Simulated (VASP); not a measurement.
Ir:

```
Ir
1.0
     0.00000    1.92000    1.92000
     1.92000    0.00000    1.92000
     1.92000    1.92000    0.00000
Ir
1
Direct
  0.00000 0.00000 0.00000
```

| Item | Value |
| --- | --- |
| Program | VASP 6.6.1 |
| Task | relaxation of cell and atoms |
| Functional | LDA |
| Potentials or basis | VASP PAW LDA potentials, release 64 (Ir) |
| Cutoff | 600 eV |
| k mesh | 48 × 48 × 48 |
| Occupations | gaussian, width 0.1 eV |
| Spin | no spin polarisation |

At the start: pressure -6.3 GPa; volume 14.16 Å³/atom.

Task: Where does the relaxation end?

Result: Over 9 steps the energy falls by 4.5 meV/atom and the volume is 13.93 Å³/atom (-1.6 %); space group Fm-3m (No. 225, to 0.1 Å) before and after.

The path:
| step | energy change (eV) | largest force (eV/Å) | pressure (GPa) | volume (Å³) |
| --- | --- | --- | --- | --- |
| 1 | 0.0000 | 0.0000 | -6.28 | 14.16 |
| 2 | 0.0755 | 0.0000 | 31.12 | 13.05 |
| 3 | -0.0045 | 0.0000 | -0.20 | 13.94 |
| 4 | -0.0045 | 0.0000 | -0.04 | 13.93 |
| 5 | -0.0045 | 0.0000 | 0.10 | 13.92 |
| 6 | -0.0045 | 0.0000 | -0.31 | 13.94 |
| 7 | -0.0045 | 0.0000 | 0.04 | 13.93 |
| 8 | -0.0045 | 0.0000 | -0.04 | 13.93 |
| 9 | -0.0045 | 0.0000 | -0.03 | 13.93 |

Final structure:
```xyz
1
Lattice="0.0000 1.9097 1.9097 1.9097 0.0000 1.9097 1.9097 1.9097 0.0000" Properties=species:S:1:pos:R:3 pbc="T T T"
Ir    0.0000    0.0000    0.0000
```
